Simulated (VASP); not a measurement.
# SnO2 (P-1) in VASP: a series of runs, part 2 of 2

VASP 6.6.1.

### Step 3. Single point, LDA (atoms displaced along a vibrational mode)

The input, INCAR:

```
PREC = Accurate ; ENCUT = 520
EDIFF = 1E-6 ; ISMEAR = 0
SIGMA = 0.05 ; LREAL = F
LASPH = T ; NELM = 60
ALGO = Normal ; ISIF = 2
LWAVE = F ; LCHARG = F
GGA = CA ; NBANDS = 35
```

The input, KPOINTS:

```
regular mesh
0
Gamma
  6 6 8
```

The input, POSCAR:

```
SnO2
1.0
    4.7212714729      0.0000000000      0.0000000000
    0.0000000000      4.7242464886      0.0000000000
    0.0000000000      0.0000000000      3.1900194032
Sn O
2 4
Direct
    0.5000000000      0.5000000000      0.5000000000
    0.0000000000      0.0000000000      0.0000000000
    0.3055669669      0.3065721209      0.0000000000
    0.8055669669      0.1934278791      0.5352662432
    0.1944330331      0.8065721209      0.4647337568
    0.6944330331      0.6934278791      0.0000000000
```

Potentials or basis: VASP PAW LDA potentials, release 64 (Sn_d, O).

On the command line:

```sh
cat potpaw_LDA.64/Sn_d/POTCAR potpaw_LDA.64/O/POTCAR > POTCAR
mpirun -np 1 vasp_std > vasp.out
```

OUTCAR:

```text
PREC = Accurate
   ENCUT = 520
   EDIFF = 1E-6
   ISMEAR = 0
   LREAL = F
   LASPH = T
   NELM = 60
   ISIF = 2
   GGA = CA

 ion  position               nearest neighbor table
   1  0.500  0.500  0.500-   4 2.05   5 2.05   3 2.05   6 2.05   3 2.05   6 2.05   2 3.70   2 3.70
                             2 3.70   2 3.70   2 3.70   2 3.70   2 3.70   2 3.70
   2  0.000  0.000  0.000-   4 1.97   5 1.97   3 2.04   6 2.04   4 2.14   5 2.14   1 3.70   1 3.70
                             1 3.70   1 3.70   1 3.70   1 3.70   1 3.70   1 3.70
   3  0.306  0.307  0.000-   2 2.04   1 2.05   1 2.05
   4  0.806  0.193  0.535-   2 1.97   1 2.05   2 2.14
   5  0.194  0.807  0.465-   2 1.97   1 2.05   2 2.14
   6  0.694  0.693  0.000-   2 2.04   1 2.05   1 2.05

  LATTYP: Found a simple orthorhombic cell.
 ALAT       =     3.1900194032
 B/A-ratio  =     1.4800134031
 C/A-ratio  =     1.4809460042

  Lattice vectors:

 A1 = (   0.0000000000,   0.0000000000,   3.1900194032)
 A2 = (   4.7212714729,   0.0000000000,   0.0000000000)
 A3 = (   0.0000000000,   4.7242464886,   0.0000000000)

Analysis of symmetry for initial positions (statically):
=====================================================================
 Subroutine PRICEL returns:
 Original cell was already a primitive cell.

 Routine SETGRP: Setting up the symmetry group for a
 simple orthorhombic supercell.

 Subroutine GETGRP returns: Found  2 space group operations
 (whereof  2 operations were pure point group operations)
 out of a pool of  8 trial point group operations.

The static configuration has the point symmetry S_2 .

Analysis of symmetry for dynamics (positions and initial velocities):
=====================================================================
 Subroutine PRICEL returns:
 Original cell was already a primitive cell.

 Routine SETGRP: Setting up the symmetry group for a
 simple orthorhombic supercell.

 Subroutine GETGRP returns: Found  2 space group operations
 (whereof  2 operations were pure point group operations)
[... 133 lines left out ...]
  Thomas-Fermi vector in A             =   2.589372
   LORBIT       =      0    0 simple, 1 ext, 2 COOP (PROOUT), +10 PAW based schemes
   GGA     = CA    functional components
   LHFCALC =     F    Hartree Fock is set to
   AEXX    =    0.0000 exact exchange contribution
   IVDW    =     0    specifies the selected vdW correction
   LEPSILON=     F    determine dielectric tensor
   LRPA    =     F    only Hartree local field effects (RPA)
 non-spin polarized calculation
 Gauss-broadening in eV      SIGMA  =   0.05
  energy-cutoff  :      520.00
  volume of cell :       71.15
 maximum number of plane-waves:      1944
   NGX = 17   NGY = 17   NGZ = 11

 number of electron      51.9999994 magnetization

 Free energy of the ion-electron system (eV)
  ---------------------------------------------------
  ext. energy  EPLUGINS =         0.00000000
  ---------------------------------------------------
  free energy    TOTEN  =       -42.11331587 eV

  energy without entropy =      -42.11331587  energy(sigma->0) =      -42.11331587

 E-fermi :   6.2068     XC(G=0): -11.8280

 val. band max:        5.9477341460   @ k =   0.0000   0.0000   0.0000
 cond. band min:       7.1469703592   @ k =   0.0000   0.0000   0.0000
 fundamental gap:      1.1992362132
 Fermi energy:         6.2068349845

 k-point     1 :       0.0000    0.0000    0.0000
  band No.  band energies     occupation
      1     -15.1116      2.00000
      2     -14.3623      2.00000
      3     -14.0594      2.00000
      4     -14.0338      2.00000
      5     -14.0199      2.00000
      6     -13.9184      2.00000
[... 901 lines left out ...]
     34      18.0320      0.00000
     35      18.1623      0.00000

 [... further k-points ...]

------------------------ aborting loop because EDIFF is reached ----------------------------------------

  FORCE on cell =-STRESS in cart. coord.  units (eV):
  Direction    XX          YY          ZZ          XY          YZ          ZX
  --------------------------------------------------------------------------------------
  -------------------------------------------------------------------------------------
  Total        0.8689847      0.8615891      1.1074262     -0.2443443     -1.3408105      1.3550211
  in kB       19.5676145     19.4010809     24.9367900     -5.5020937    -30.1920875     30.5120775
  external PRESSURE =      21.3018285 kB  Pullay stress =       0.0000000 kB

 VOLUME and BASIS-vectors are now :
 -----------------------------------------------------------------------------
  energy-cutoff  :      520.00
  volume of cell :       71.15
      direct lattice vectors                 reciprocal lattice vectors
     4.721271473  0.000000000  0.000000000     0.211807350  0.000000000  0.000000000
     0.000000000  4.724246489  0.000000000     0.000000000  0.211673968  0.000000000
     0.000000000  0.000000000  3.190019403     0.000000000  0.000000000  0.313477717

 POSITION                                       TOTAL-FORCE (eV/Angst)
 -----------------------------------------------------------------------------------
      2.36064      2.36212      1.59501         0.000000      0.000000      0.000000
      0.00000      0.00000      0.00000         0.000000      0.000000      0.000000
      1.44266      1.44832      0.00000         0.009075      0.007278      0.000134
      3.80330      0.91380      1.70751        -0.213558      0.214535     -1.489824
      0.91797      3.81045      1.48251         0.213558     -0.214535      1.489824
      3.27861      3.27592      0.00000        -0.009075     -0.007278     -0.000134
 -----------------------------------------------------------------------------------
    total drift:                               -0.000000      0.000000      0.000000

  FREE ENERGIE OF THE ION-ELECTRON SYSTEM (eV)
  ---------------------------------------------------
  free  energy   TOTEN  =       -42.1133158709 eV

  energy  without entropy=      -42.1133158709  energy(sigma->0) =      -42.11331587
```

OSZICAR:

```text
N       E                     dE             d eps       ncg     rms          rms(c)
DAV:   1     0.633013957851E+03    0.63301E+03   -0.25581E+04 11495   0.233E+03
DAV:   2     0.534905127950E+02   -0.57952E+03   -0.54671E+03 11120   0.616E+02
DAV:   3    -0.431753865477E+02   -0.96666E+02   -0.95044E+02 11178   0.209E+02
DAV:   4    -0.482232165934E+02   -0.50478E+01   -0.50108E+01 13233   0.516E+01
DAV:   5    -0.483545619538E+02   -0.13135E+00   -0.13116E+00 12852   0.882E+00    0.160E+01
DAV:   6    -0.421790946678E+02    0.61755E+01   -0.17070E+01 16521   0.649E+01    0.646E+00
DAV:   7    -0.422084442908E+02   -0.29350E-01   -0.20136E+00 11970   0.802E+00    0.323E+00
DAV:   8    -0.421281404696E+02    0.80304E-01   -0.21979E-01 16241   0.438E+00    0.730E-01
DAV:   9    -0.421131886813E+02    0.14952E-01   -0.34665E-02 17090   0.312E+00    0.133E-01
DAV:  10    -0.421132983679E+02   -0.10969E-03   -0.34853E-03 13305   0.473E-01    0.537E-02
DAV:  11    -0.421133150032E+02   -0.16635E-04   -0.14381E-04 16694   0.113E-01    0.224E-02
DAV:  12    -0.421133183111E+02   -0.33079E-05   -0.15895E-05 14400   0.281E-02    0.135E-02
DAV:  13    -0.421133158230E+02    0.24880E-05   -0.78733E-06 13264   0.419E-02    0.194E-03
DAV:  14    -0.421133158709E+02   -0.47910E-07   -0.66878E-07  6618   0.576E-03
   1 F= -.42113316E+02 E0= -.42113316E+02  d E =-.213188E-15
```

Run time: 8.3 min. Hardware: 1 thread of Oxide Virtual Turin-like, shared host; peak memory 0.33 GiB.

What came out:

```
Free energy            : -42.1133 eV
Pressure               : 2.1 GPa
Largest force          : 1.520 eV/Å
Band gap on the k mesh : 1.20 eV
```

Forces on the atoms (eV/Å):
```
Sn   0.000  0.000  0.000
Sn   0.000  0.000  0.000
O    0.009  0.007  0.000
O   -0.214  0.215 -1.490
O    0.214 -0.215  1.490
O   -0.009 -0.007  0.000
```

Caveat: the cell differs from its parent crystal (atoms displaced along a vibrational mode); spin-orbit coupling is left out, which moves the levels of the heavy elements; forces of over 1 eV/Å act on the atoms, so gaps and moduli don't describe the material at rest.

### Step 4. Single point, LDA (atoms displaced along a vibrational mode)

The input, INCAR:

```
PREC     = Accurate       # precision mode
ENCUT    = 520            # plane-wave cutoff, eV
EDIFF    = 1E-7           # SCF threshold, eV
ISMEAR   = 0              # smearing method
SIGMA    = 0.05           # smearing width, eV
LREAL    = False          # projectors in reciprocal space
LASPH    = True           # aspherical terms in the spheres
NELM     = 80             # most SCF steps
ALGO     = Normal         # electronic algorithm
ISIF     = 2              # what is computed and relaxed
LWAVE    = False          # write WAVECAR
LCHARG   = False          # write CHGCAR
NBANDS   = 35             # bands
```

The input, KPOINTS:

```
Automatic mesh
0
Gamma
  6 6 8
```

POSCAR, as its differences from that of step 3:

```diff
@@ -11,4 +11,4 @@
     0.3055669669      0.3065721209      0.0000000000
-    0.8055669669      0.1934278791      0.5352662432
-    0.1944330331      0.8065721209      0.4647337568
+    0.8055669669      0.1934278791      0.5117554144
+    0.1944330331      0.8065721209      0.4882445856
     0.6944330331      0.6934278791      0.0000000000
```

On the command line:

```sh
cat potpaw_LDA.64/Sn_d/POTCAR potpaw_LDA.64/O/POTCAR > POTCAR
mpirun -np 1 vasp_std > vasp.out
```

Wall time 5.9 min (1 thread of Oxide Virtual Turin-like, shared host); peak memory 0.33 GiB.

The run converged. Its results:

| Property | Result |
| --- | --- |
| Free energy | -42.2615 eV |
| Pressure | 1.2 GPa |
| Largest force | 0.494 eV/Å |
| Band gap on the k mesh | 1.20 eV |

Forces in eV/Å, atoms in the order of the input:
```
Sn   0.000  0.000  0.000
Sn   0.000  0.000  0.000
O   -0.012 -0.014  0.000
O   -0.036  0.038 -0.491
O    0.036 -0.038  0.491
O    0.012  0.014  0.000
```

Stress tensor (GPa, compression positive):
```
 1.02 -0.06  0.99
-0.06  1.01 -0.98
 0.99 -0.98  1.53
```

Levels at points of the mesh, in eV from the valence-band top:
```
           k point  band 22  band 23  band 24  band 25  band 26  band 27  band 28  band 29  band 30  band 31
(0.00, 0.00, 0.00)    -1.28    -1.28    -0.81    -0.81     0.00     1.20     5.97     6.07     6.08    10.11
(0.50, 0.00, 0.00)    -2.03    -1.24    -1.24    -0.65    -0.65     4.35     4.36     6.81     6.82    10.83
(0.00, 0.50, 0.00)    -2.04    -1.24    -1.24    -0.66    -0.65     4.35     4.36     6.82     6.84    10.82
(0.50, 0.50, 0.00)    -2.06    -1.37    -1.36    -0.92    -0.92     4.74     4.75     7.31     7.32    10.79
(0.00, 0.00, 0.50)    -2.70    -1.74    -1.73    -1.29    -1.28     6.07     6.08     9.52     9.52    10.40
(0.50, 0.00, 0.50)    -1.74    -1.17    -1.10    -0.73    -0.72     6.25     6.47     7.88     7.92    10.74
(0.00, 0.50, 0.50)    -1.73    -1.18    -1.11    -0.72    -0.71     6.24     6.47     7.88     7.91    10.76
(0.50, 0.50, 0.50)    -2.41    -0.99    -0.99    -0.85    -0.85     4.73     4.73     8.64     8.65    10.70
```

Caveat: the cell differs from its parent crystal (atoms displaced along a vibrational mode); spin-orbit coupling is left out, which moves the levels of the heavy elements.

### Step 5. Overview

| cell | gap on the mesh (eV) | pressure (GPa) | largest force (eV/Å) |
| --- | --- | --- | --- |
| as given, atomic positions A | 1.20 | 1.5 | 1.00 |
| as given, atomic positions B | 1.20 | 2.1 | 1.52 |
| as given, atomic positions C | 1.20 | 1.2 | 0.49 |

Alike in all rows: task single point; level LDA; potentials or basis VASP PAW LDA potentials, release 64 (Sn_d, O); no spin polarisation; k mesh 6 × 6 × 8; cutoff (eV) 520; smearing gaussian 0.05 eV.

Caveats: spin-orbit coupling is left out, which moves the levels of the heavy elements; forces of over 1 eV/Å act on the atoms, so gaps and moduli don't describe the material at rest (at least some runs).

Total energies depend on the potentials used, so only differences within one code and one set of settings carry meaning.
